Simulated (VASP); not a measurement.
# Al6N (P-3m1) in VASP: a series of runs

The runs below take Al6N through single point, relaxation of cell and atoms, with PBE.

Everything below comes from runs of VASP 6.6.1. Logs are shortened: lines on timing, memory, paths and dates and some standing lists are left out, and cuts for length are marked.

**1. The cell of the first run**

It takes space group P-3m1 (No. 164, trigonal). The conventional cell has a = 2.887 Å, b = 2.887 Å, c = 13.992 Å, α = 90.00°, β = 90.00°, γ = 120.00°. Within 2.7 Å of Al (site symmetry 3m) lie 3 N at 2.06 Å. Within 3.8 Å of Al (site symmetry 3m) lie 12 Al at 2.86 to 2.89 Å. Al (site symmetry 3m) has 12 Al at 2.83 to 2.89 Å and 1 N at 3.49 Å within 3.7 Å. Within 2.7 Å of N (site symmetry -3m) lie 6 Al at 2.06 Å.

**2. Single point, PBE**

Input file INCAR:

```
PREC     = Accurate       # precision mode
ENCUT    = 520            # plane-wave cutoff, eV
EDIFF    = 1E-7           # SCF threshold, eV
ISMEAR   = 0              # smearing method
SIGMA    = 0.2            # smearing width, eV
LREAL    = F              # projectors in reciprocal space
LASPH    = T              # aspherical terms in the spheres
NELM     = 60             # most SCF steps
ALGO     = Normal         # electronic algorithm
ISIF     = 2              # what is computed and relaxed
LWAVE    = F              # write WAVECAR
LCHARG   = F              # write CHGCAR
GGA      = PE             # functional
NBANDS   = 20             # bands
```

Input file KPOINTS:

```
regular mesh
0
Gamma
  6 6 2
```

Input file POSCAR:

```
Al6N
1.0
    2.8873959946      0.0000000000      0.0000000000
   -1.4436979973      2.5005582821      0.0000000000
    0.0000000000      0.0000000000     13.9917526466
Al N
6 1
Direct
    0.3333333333      0.6666666667      0.0862197418
    0.6666666667      0.3333333333      0.9137802582
    0.6666666667      0.3333333333      0.4170545634
    0.3333333333      0.6666666667      0.5829454366
    0.0000000000      0.0000000000      0.7504072124
    0.0000000000      0.0000000000      0.2495927876
    0.0000000000      0.0000000000      0.0000000000
```

Potentials or basis: VASP PAW PBE potentials, release 64 (Al, N).

On the command line:

```console
> cat potpaw_PBE.64/Al/POTCAR potpaw_PBE.64/N/POTCAR > POTCAR
> mpirun -np 1 vasp_std > vasp.out
```

OUTCAR:

```text
PREC = Accurate
   ENCUT = 520
   EDIFF = 1E-7
   ISMEAR = 0
   LREAL = F
   LASPH = T
   NELM = 60
   ISIF = 2
   GGA = PE

 ion  position               nearest neighbor table
   1  0.333  0.667  0.086-   7 2.06   7 2.06   7 2.06   6 2.83   6 2.83   6 2.83   2 2.93   2 2.93
                             2 2.93
   2  0.667  0.333  0.914-   7 2.06   7 2.06   7 2.06   5 2.83   5 2.83   5 2.83   1 2.93   1 2.93
                             1 2.93
   3  0.667  0.333  0.417-   4 2.86   4 2.86   4 2.86   6 2.88   6 2.88   6 2.88
   4  0.333  0.667  0.583-   3 2.86   3 2.86   3 2.86   5 2.88   5 2.88   5 2.88
   5  0.000  0.000  0.750-   2 2.83   2 2.83   2 2.83   4 2.88   4 2.88   4 2.88
   6  0.000  0.000  0.250-   1 2.83   1 2.83   1 2.83   3 2.88   3 2.88   3 2.88
   7  0.000  0.000  0.000-   1 2.06   2 2.06   1 2.06   2 2.06   2 2.06   1 2.06

  LATTYP: Found a hexagonal cell.
 ALAT       =     2.8873959946
 C/A-ratio  =     4.8458031641

  Lattice vectors:

 A1 = (   2.8873959946,   0.0000000000,   0.0000000000)
 A2 = (  -1.4436979973,   2.5005582821,   0.0000000000)
 A3 = (   0.0000000000,   0.0000000000,  13.9917526466)

Analysis of symmetry for initial positions (statically):
=====================================================================
 Subroutine PRICEL returns:
 Original cell was already a primitive cell.

 Routine SETGRP: Setting up the symmetry group for a
 hexagonal supercell.

 Subroutine GETGRP returns: Found 12 space group operations
 (whereof 12 operations were pure point group operations)
 out of a pool of 24 trial point group operations.

The static configuration has the point symmetry D_3d.

Analysis of symmetry for dynamics (positions and initial velocities):
=====================================================================
 Subroutine PRICEL returns:
 Original cell was already a primitive cell.

 Routine SETGRP: Setting up the symmetry group for a
 hexagonal supercell.

 Subroutine GETGRP returns: Found 12 space group operations
 (whereof 12 operations were pure point group operations)
 out of a pool of 24 trial point group operations.

The dynamic configuration has the point symmetry D_3d.

 Subroutine INISYM returns: Found 12 space group operations
 (whereof 12 operations are pure point group operations),
 and found     1 'primitive' translations

----------------------------------------------------------------------------------------

                                     Primitive cell

  volume of cell :     101.0219

  direct lattice vectors                    reciprocal lattice vectors
     2.887395995  0.000000000  0.000000000     0.346332821  0.199955347  0.000000000
    -1.443697997  2.500558282  0.000000000     0.000000000  0.399910695  0.000000000
     0.000000000  0.000000000 13.991752647     0.000000000  0.000000000  0.071470675

  length of vectors
     2.887395995  2.887395995 13.991752647     0.399910695  0.399910695  0.071470675

  position of ions in fractional coordinates (direct lattice)
     0.333333333  0.666666667  0.086219742
     0.666666667  0.333333333  0.913780258
     0.666666667  0.333333333  0.417054563
     0.333333333  0.666666667  0.582945437
     0.000000000  0.000000000  0.750407212
     0.000000000  0.000000000  0.249592788
     0.000000000  0.000000000  0.000000000

  ion indices of the primitive-cell ions
   primitive index   ion index
                 1           1
                 2           2
                 3           3
                 4           4
                 5           5
                 6           6
                 7           7

----------------------------------------------------------------------------------------

 KPOINTS: regular mesh

Automatic generation of k-mesh.
 Grid dimensions read from file:
 generate k-points for:    6    6    2

 Generating k-lattice:

  Cartesian coordinates                     Fractional coordinates (reciprocal lattice)
     0.057722137  0.033325891  0.000000000     0.166666667 -0.000000000  0.000000000
     0.000000000  0.066651782  0.000000000     0.000000000  0.166666667  0.000000000
     0.000000000  0.000000000  0.035735337     0.000000000  0.000000000  0.500000000

  Length of vectors
     0.066651782  0.066651782  0.035735337

  Shift w.r.t. Gamma in fractional coordinates (k-lattice)
     0.000000000  0.000000000  0.000000000

 Subroutine IBZKPT returns following result:
 ===========================================

 Found     14 irreducible k-points:

 Following reciprocal coordinates:
            Coordinates               Weight
  0.000000  0.000000  0.000000      1.000000
  0.166667 -0.000000  0.000000      6.000000
  0.333333  0.000000  0.000000      6.000000
  0.500000  0.000000  0.000000      3.000000
  0.166667  0.166667  0.000000      6.000000
  0.333333  0.166667  0.000000     12.000000
  0.333333  0.333333  0.000000      2.000000
  0.000000  0.000000  0.500000      1.000000
  0.166667 -0.000000  0.500000      6.000000
  0.333333  0.000000  0.500000      6.000000
  0.500000  0.000000  0.500000      3.000000
  0.166667  0.166667  0.500000      6.000000
  0.333333  0.166667  0.500000     12.000000
  0.333333  0.333333  0.500000      2.000000
   k-points           NKPTS =     14   k-points in BZ     NKDIM =     14   number of bands    NBANDS=     20
   number of dos      NEDOS =    301   number of ions     NIONS =      7
   total plane-waves  NPLWV =  62208
   dimension x,y,z NGX =    24 NGY =   24 NGZ =  108
   dimension x,y,z NGXF=    48 NGYF=   48 NGZF=  216
   ions per type =               6   1
   NGX,Y,Z   is equivalent  to a cutoff of  13.82, 13.82, 12.83 a.u.
   NGXF,Y,Z  is equivalent  to a cutoff of  27.64, 27.64, 25.66 a.u.
 SYSTEM =  unknown system
   PREC   = accura    normal or accurate (medium, high low for compatibility)
   ISTART =      0    job   : 0-new  1-cont  2-samecut
   ICHARG =      2    charge: 1-file 2-atom 10-const
   ISPIN  =      1    spin polarized calculation?
   LNONCOLLINEAR =      F non collinear calculations
   LSORBIT =      F    spin-orbit coupling
   LASPH  =      T    aspherical Exc in radial PAW
   ENCUT  =  520.0 eV  38.22 Ry    6.18 a.u.   5.37  5.37 26.02*2*pi/ulx,y,z
   NELM   =     60;   NELMIN=  2; NELMDL= -5     # of ELM steps
   EDIFF  = 0.1E-06   stopping-criterion for ELM
   LREAL  =      F    real-space projection
   EDIFFG = 0.1E-05   stopping-criterion for IOM
   NSW    =      0    number of steps for IOM
   IBRION =     -1    ionic relax: 0-MD 1-quasi-New 2-CG
   NFREE  =      0    steps in history (QN), initial steepest desc. (CG)
   ISIF   =      2    stress and relaxation
   ISYM   =      2    0-nonsym 1-usesym 2-fastsym
   POTIM  = 0.5000    time-step for ionic-motion
   TEBEG  =    0.0;   TEEND  =   0.0 temperature during run
   PSTRESS=    0.0 pullay stress
   NELECT =      23.0000    total number of electrons
   NUPDOWN=      -1.0000    fix difference up-down
   EMIN   =  10.00;   EMAX   =-10.00  energy-range for DOS
   EFERMI =   0.00;   METHOD = LEGACY
   ISMEAR =     0;   SIGMA  =   0.20  broadening in eV -4-tet -1-fermi 0-gaus
   EFERMI_NEDOS =   21; number of points for ismear=-14 and -15
   IALGO  =     38    algorithm
   IMIX   =      4    mixing-type and parameters
     AMIX     =   0.40;   BMIX     =  1.00
     AMIX_MAG =   1.60;   BMIX_MAG =  1.00
  volume/ion in A,a.u.               =      14.43        97.39
  Fermi-wavevector in a.u.,A,eV,Ry     =   0.999645  1.889054 13.596157  0.999289
  Thomas-Fermi vector in A             =   2.131948
   LORBIT       =      0    0 simple, 1 ext, 2 COOP (PROOUT), +10 PAW based schemes
   GGA     = PE    functional components
   LHFCALC =     F    Hartree Fock is set to
   AEXX    =    0.0000 exact exchange contribution
   IVDW    =     0    specifies the selected vdW correction
   LEPSILON=     F    determine dielectric tensor
   LRPA    =     F    only Hartree local field effects (RPA)
 non-spin polarized calculation
 Gauss-broadening in eV      SIGMA  =   0.20
  energy-cutoff  :      520.00
  volume of cell :      101.02
 maximum number of plane-waves:      2789
 NGX is ok and might be reduce to    24
   NGX = 11   NGY = 11   NGZ = 53

 number of electron      22.9999999 magnetization

 Free energy of the ion-electron system (eV)
  ---------------------------------------------------
  ext. energy  EPLUGINS =         0.00000000
  ---------------------------------------------------
  free energy    TOTEN  =       -32.24464271 eV

  energy without entropy =      -32.20297555  energy(sigma->0) =      -32.22380913

 E-fermi :   8.4878     XC(G=0): -10.4818

 val. band max:        8.4053112789   @ k =   0.3333   0.1667   0.0000
 cond. band min:       8.5761877562   @ k =   0.1667  -0.0000   0.0000
 fundamental gap:      0.1708764772
 Fermi energy:         8.4877522167

 k-point     1 :       0.0000    0.0000    0.0000
  band No.  band energies     occupation
      1      -9.6919      2.00000
      2      -2.2628      2.00000
      3      -2.2609      2.00000
      4      -0.5495      2.00000
      5      -0.4956      2.00000
      6       2.5711      2.00000
[... 12 lines left out ...]
     19      19.1776      0.00000
     20      19.2069      0.00000

 k-point     2 :       0.1667   -0.0000    0.0000
  band No.  band energies     occupation
      1      -9.2645      2.00000
      2      -1.6410      2.00000
      3      -1.6107      2.00000
      4       0.0498      2.00000
      5       0.1226      2.00000
      6       3.1159      2.00000
[... 12 lines left out ...]
     19      16.2898      0.00000
     20      16.6261      0.00000

 k-point     3 :       0.3333    0.0000    0.0000
  band No.  band energies     occupation
      1      -8.1769      2.00000
      2       0.1200      2.00000
      3       0.2541      2.00000
      4       0.6602      2.00000
      5       1.7589      2.00000
      6       2.1891      2.00000
[... 12 lines left out ...]
     19      14.6129      0.00000
     20      14.9182      0.00000

 k-point     4 :       0.5000    0.0000    0.0000
  band No.  band energies     occupation
      1      -7.4059      2.00000
      2      -0.8400      2.00000
      3       1.8577      2.00000
      4       3.5166      2.00000
      5       3.5353      2.00000
      6       3.8904      2.00000
[... 12 lines left out ...]
     19      13.4226      0.00000
     20      14.0521      0.00000

 k-point     5 :       0.1667    0.1667    0.0000
  band No.  band energies     occupation
      1      -8.4965      2.00000
      2      -0.4426      2.00000
      3      -0.3220      2.00000
      4       1.1348      2.00000
      5       1.2080      2.00000
      6       2.0641      2.00000
[... 12 lines left out ...]
     19      13.6347      0.00000
     20      14.0336      0.00000
[... 123 lines left out ...]
      6       4.1557      2.00000
[... 12 lines left out ...]
     19      13.9789      0.00000
     20      14.1476      0.00000

 k-point    12 :       0.1667    0.1667    0.5000
  band No.  band energies     occupation
      1      -8.4965      2.00000
      2      -0.5979      2.00000
      3       0.1861      2.00000
      4       0.2906      2.00000
      5       1.6886      2.00000
      6       2.5262      2.00000
[... 12 lines left out ...]
     19      13.5883      0.00000
     20      13.6826      0.00000

 k-point    13 :       0.3333    0.1667    0.5000
  band No.  band energies     occupation
      1      -7.4592      2.00000
      2      -0.1387      2.00000
      3       1.5399      2.00000
      4       2.4368      2.00000
      5       2.8389      2.00000
      6       3.0317      2.00000
[... 12 lines left out ...]
     19      12.1086      0.00000
     20      12.7674      0.00000

 k-point    14 :       0.3333    0.3333    0.5000
  band No.  band energies     occupation
      1      -7.0549      2.00000
      2       0.6754      2.00000
      3       0.6754      2.00000
      4       2.4562      2.00000
      5       5.3245      2.00000
      6       5.3245      2.00000
[... 12 lines left out ...]
     19      10.9257      0.00000
     20      12.8046      0.00000

------------------------ aborting loop because EDIFF is reached ----------------------------------------

  FORCE on cell =-STRESS in cart. coord.  units (eV):
  Direction    XX          YY          ZZ          XY          YZ          ZX
  --------------------------------------------------------------------------------------
  -------------------------------------------------------------------------------------
  Total       -0.2418958     -0.2418958      0.2342847      0.0000000      0.0000000     -0.0000000
  in kB       -3.8363962     -3.8363962      3.7156871      0.0000000      0.0000000     -0.0000000
  external PRESSURE =      -1.3190351 kB  Pullay stress =       0.0000000 kB

 VOLUME and BASIS-vectors are now :
 -----------------------------------------------------------------------------
  energy-cutoff  :      520.00
  volume of cell :      101.02
      direct lattice vectors                 reciprocal lattice vectors
     2.887395995  0.000000000  0.000000000     0.346332821  0.199955347  0.000000000
    -1.443697997  2.500558282  0.000000000     0.000000000  0.399910695  0.000000000
     0.000000000  0.000000000 13.991752647     0.000000000  0.000000000  0.071470675

 POSITION                                       TOTAL-FORCE (eV/Angst)
 -----------------------------------------------------------------------------------
     -0.00000      1.66704      1.20637         0.000000      0.000000      0.020072
      1.44370      0.83352     12.78539        -0.000000     -0.000000     -0.020072
      1.44370      0.83352      5.83532        -0.000000      0.000000     -0.007437
     -0.00000      1.66704      8.15643         0.000000     -0.000000      0.007437
      0.00000      0.00000     10.49951        -0.000000     -0.000000     -0.000702
      0.00000      0.00000      3.49224        -0.000000      0.000000      0.000702
      0.00000      0.00000      0.00000        -0.000000      0.000000      0.000000
 -----------------------------------------------------------------------------------
    total drift:                                0.000000      0.000000     -0.000000

  FREE ENERGIE OF THE ION-ELECTRON SYSTEM (eV)
  ---------------------------------------------------
  free  energy   TOTEN  =       -32.2446427149 eV

  energy  without entropy=      -32.2029755508  energy(sigma->0) =      -32.22380913
```

It took 24 s on 1 thread of AMD EPYC 9R45 (Zen 5), shared host; peak memory 0.2 GiB.

Results:

| Quantity | Value |
| --- | --- |
| Free energy | -32.2446 eV |
| Pressure | -0.1 GPa |
| Largest force | 0.020 eV/Å |

Forces in eV/Å, atoms in the order of the input:
```
Al   0.000  0.000  0.020
Al   0.000  0.000 -0.020
Al   0.000  0.000 -0.007
Al   0.000  0.000  0.007
Al   0.000  0.000 -0.001
Al   0.000  0.000  0.001
N    0.000  0.000  0.000
```

Stress tensor (GPa, compression positive):
```
-0.38  0.00  0.00
 0.00 -0.38  0.00
 0.00  0.00  0.37
```

Levels at points of the mesh, in eV from the Fermi level:
```tsv
k point	band 9	band 10	band 11	band 12	band 13	band 14
(0.00, 0.00, 0.00)	-2.73	-1.56	-0.61	3.77	3.84	6.59
(0.50, 0.00, 0.00)	-3.34	-3.30	-2.27	-1.19	-0.09	0.19
(0.00, 0.00, 0.50)	-2.73	-2.73	1.06	1.99	4.77	6.50
(0.50, 0.00, 0.50)	-3.76	-2.54	-2.22	-1.36	-0.94	0.69
```

Caveat: the k points lie up to 0.42 Å⁻¹ apart.

**3. Relaxation of cell and atoms, PBE**

This run uses another cell than the first one, of 14.20 Å³/atom, 0.984 times its volume.

Input file INCAR:

```
SYSTEM = Al6N
PREC = Accurate
ENCUT = 600
EDIFF = 1E-6
ISMEAR = 0
SIGMA = 0.2
LREAL = .FALSE.
LASPH = .TRUE.
NELM = 100
ALGO = Normal
ISIF = 3
LWAVE = .FALSE.
LCHARG = .FALSE.
GGA = PE
IBRION = 2
NSW = 36
EDIFFG = -0.08
```

Input file KPOINTS:

```
regular mesh
0
G
  6 6 2
  0 0 0
```

Input file POSCAR:

```
Al6N
1.0
    2.9000000000      0.0000000000      0.0000000000
   -1.4500000000      2.5114736700      0.0000000000
    0.0000000000      0.0000000000     13.6500000000
Al N
6 1
Direct
    0.3333333300      0.6666666700      0.0900000000
    0.6666666700      0.3333333300      0.9100000000
    0.6666666700      0.3333333300      0.4200000000
    0.3333333300      0.6666666700      0.5800000000
    0.0000000000      0.0000000000      0.7420000000
    0.0000000000      0.0000000000      0.2580000000
    0.0000000000      0.0000000000      0.0000000000
```

Potentials or basis: VASP PAW PBE potentials, release 64 (Al, N).

On the command line:

```console
> cat potpaw_PBE.64/Al/POTCAR potpaw_PBE.64/N/POTCAR > POTCAR
> mpirun -np 1 vasp_std > vasp.out
```

Wall time 64 s (1 thread of AMD EPYC 9R45 (Zen 5), shared host); peak memory 0.21 GiB.

It converged, with:

* Free energy: -32.2454 eV
* Relaxed volume: 14.40 Å³/atom
* Relaxed cell: a = 2.873 Å, b = 2.873 Å, c = 14.099 Å, α = 90.00°, β = 90.00°, γ = 120.00°
* Space group after relaxing (to 0.05 Å): P-3m1 (No. 164)
* Energy gained by relaxing: 14.9 meV/atom
* Ionic steps: 6
* Pressure after relaxing: 0.2 GPa
* Largest force after relaxing: 0.063 eV/Å

Forces on the atoms (eV/Å):
```
Al   0.000  0.000  0.020
Al   0.000  0.000 -0.020
Al   0.000  0.000 -0.063
Al   0.000  0.000  0.063
Al   0.000  0.000  0.045
Al   0.000  0.000 -0.045
N    0.000  0.000  0.000
```

Stress tensor (GPa, compression positive):
```
0.32 0.00 0.00
0.00 0.32 0.00
0.00 0.00 0.00
```

The path:
```
step  energy change (eV)  largest force (eV/Å)  pressure (GPa)  volume (Å³)
   1              0.0000                0.4686            0.78        99.42
   2             -0.0509                0.4062           -0.12       100.40
   3             -0.0819                0.2989           -1.22       102.01
   4             -0.0966                0.2685            0.82       100.34
   5             -0.0974                0.1976            0.43       100.64
   6             -0.1042                0.0630            0.22       100.78
```

Final structure:
```
Al N
1.0
     2.87297    0.00000    0.00000
    -1.43648    2.48806    0.00000
     0.00000    0.00000   14.09876
Al N
6 1
Direct
  0.33333 0.66667 0.08588
  0.66667 0.33333 0.91412
  0.66667 0.33333 0.41823
  0.33333 0.66667 0.58177
  0.00000 0.00000 0.74969
  0.00000 0.00000 0.25031
  0.00000 0.00000 0.00000
```

Levels at points of the mesh, in eV from the Fermi level:
```csv
k point,band 7,band 8,band 9,band 10,band 11,band 12,band 13,band 14,band 15
"(0.00, 0.00, 0.00)",-5.60,-2.60,-2.60,-1.66,-0.75,3.68,3.86,6.46,8.83
"(0.50, 0.00, 0.00)",-4.01,-3.87,-3.31,-3.24,-2.22,-1.16,-0.08,0.21,1.06
"(0.00, 0.00, 0.50)",-4.06,-3.24,-2.60,-2.60,0.91,1.90,4.87,6.35,9.35
"(0.50, 0.00, 0.50)",-4.20,-4.01,-3.72,-2.51,-2.16,-1.31,-0.94,0.70,2.20
```

Caveat: the k points lie up to 0.42 Å⁻¹ apart in the final cell; the bands computed are all filled at some k points, so no gap is given; the relaxation stopped at a loose force limit of 0.08 eV/Å, so its end isn't a converged minimum.

(Continued in part 2 of 2.)
